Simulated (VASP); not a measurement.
Fe: relaxation of cell and atoms with PBEsol

The system is Fe.

```
CELL_PARAMETERS angstrom
0.00000 1.94174 1.96511
1.49844 0.00000 1.96511
1.49844 1.94174 0.00000
ATOMIC_POSITIONS crystal
Fe 0.00000 0.00000 0.00000
```

```
Program                : VASP 6.6.1
Task                   : relaxation of cell and atoms
Functional             : PBEsol
Potentials or basis    : VASP PAW PBE potentials, release 64 (Fe)
Cutoff                 : 600 eV
k mesh                 : 13 × 13 × 13
Occupations            : fermi-dirac, width 0.05 eV
Spin                   : collinear spin, ferromagnetic start
Starting moments       : [3.0] μB
Dipole correction      : no
Further INCAR settings : ALGO = Normal; EDIFF = 1e-06; IBRION = 2; EDIFFG = -0.01; NSW = 60; ISIF = 3
```

```json
{"Relaxed volume": "10.79 Å³/atom", "Relaxed cell": "a = 2.783 Å, b = 2.412 Å, c = 2.411 Å, α = 70.50°, β = 54.77°, γ = 54.73°", "Space group after relaxing (to 0.1 Å)": "Im-3m (No. 229)", "Energy gained by relaxing": "41.7 meV/atom", "Ionic steps": "11", "Pressure after relaxing": "-0.1 GPa", "Net moment": "2.07 μB per cell", "Site moments": "Fe +2.05 μB", "Valence electrons inside the program's atomic spheres": "Fe 7.39"}
```

Stress tensor (GPa, compression positive):
```
-0.13  0.00  0.00
 0.00  0.03  0.00
 0.00  0.00 -0.08
```

Step by step:
```csv
step,energy change (eV),largest force (eV/Å),pressure (GPa),volume (Å³)
1,0.0000,0.0000,-10.38,11.44
2,-0.0108,0.0000,13.45,10.25
3,-0.0278,0.0000,1.53,10.73
4,-0.0378,0.0000,1.72,10.71
5,-0.0407,0.0000,2.21,10.68
6,-0.0408,0.0000,2.37,10.68
7,-0.0402,0.0000,-3.10,10.94
8,-0.0417,0.0000,-0.04,10.79
9,-0.0417,0.0000,-0.17,10.79
10,-0.0417,0.0000,-0.05,10.79
11,-0.0417,0.0000,-0.06,10.79
```

Final structure:
```yaml
crystal:
  lattice:
    - [0.00000, 1.96740, 1.96866]
    - [1.39289, 0.00000, 1.96866]
    - [1.39289, 1.96740, 0.00000]
  atoms:
    - { symbol: Fe, position: [0.00000, 0.00000, 0.00000] }
```

Levels at points of the mesh, in eV from the Fermi level:
Spin up:
| k point | band 2 | band 3 | band 4 | band 5 | band 6 | band 7 | band 8 | band 9 |
| --- | --- | --- | --- | --- | --- | --- | --- | --- |
| (0.00, 0.00, 0.00) | -2.45 | -2.44 | -2.44 | -1.09 | -1.08 | 25.37 | 25.38 | 25.40 |
Spin down:
```csv
k point,band 1,band 2,band 3,band 4,band 5,band 6,band 7,band 8
"(0.00, 0.00, 0.00)",-8.62,-0.66,-0.65,-0.65,1.46,1.47,25.29,25.30
```

It took 8.8 min on 1 thread of Intel Xeon 8259CL, with other jobs on the host, peak memory 0.23 GiB.

Caveat: the PAW data sets were made with another functional, which shifts forces and pressure a little.
